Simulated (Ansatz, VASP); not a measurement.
**One calculation of PbS, two programs**

The input INCAR:

```
SYSTEM = PbS
PREC = Accurate ; ENCUT = 520
EDIFF = 1E-8 ; ISMEAR = -1
SIGMA = 0.01 ; LREAL = .FALSE.
LASPH = .TRUE. ; NELM = 100
ALGO = Normal ; ISIF = 2
LWAVE = .FALSE. ; LCHARG = .FALSE.
GGA = PE ; LEFG = .TRUE.
NBANDS = 17
```

File KPOINTS:

```
regular mesh
0
G
  8 8 8
  0 0 0
```

The input POSCAR:

```
PbS
1.0
    0.0000000000      2.9895052435      2.9895052435
    2.9895052435      0.0000000000      2.9895052435
    2.9895052435      2.9895052435      0.0000000000
Pb S
1 1
Direct
    0.0000000000      0.0000000000      0.0000000000
    0.5000000000      0.5000000000      0.5000000000
```

Input for Ansatz:

```yaml
crystal:
  lattice:
    - [0.0, 2.9895052435, 2.9895052435]
    - [2.9895052435, 0.0, 2.9895052435]
    - [2.9895052435, 2.9895052435, 0.0]
  atoms:
    - { symbol: Pb, position: [0.0, 0.0, 0.0] }
    - { symbol: S, position: [0.5, 0.5, 0.5] }
kpoints:
  mp_grid: { grid: [8, 8, 8] }
scf:
  occupations: { method: fermi_dirac, width: 0.01 }
hamiltonian:
  xc: pbe
  pseudopotentials: { kind: paw }
output:
  forces: true
  stress: true
  eigenvalues: true
  efg: { contact_densities: true }
```

Change from the starting cell: volume scaled by 1.025, PAW files.

Alike in both runs: task electric field gradients; functional PBE; k mesh 8 × 8 × 8; occupations fermi-dirac, width 0.01 eV; no spin polarisation.

|  | VASP | Ansatz |
| --- | --- | --- |
| version | VASP 6.6.1 | Ansatz 0.2.0 |
| potentials or method | VASP PAW PBE potentials, release 64 (Pb_d, S) | PAW with Ansatz's default frozen-core files, scalar-relativistic |
| plane-wave cutoff (eV) | 520 | 420 |
| valence electrons in the cell | 20 | 20 |

Ansatz gave:

* gap on the k mesh at the Fermi level (eV): 0.44
* pressure (GPa): 0.8

**Question.** Estimate VASP's values.

**Answer.** gap on the k mesh at the Fermi level (eV): 0.45; pressure (GPa): 0.7.

Spin-orbit coupling is off throughout.
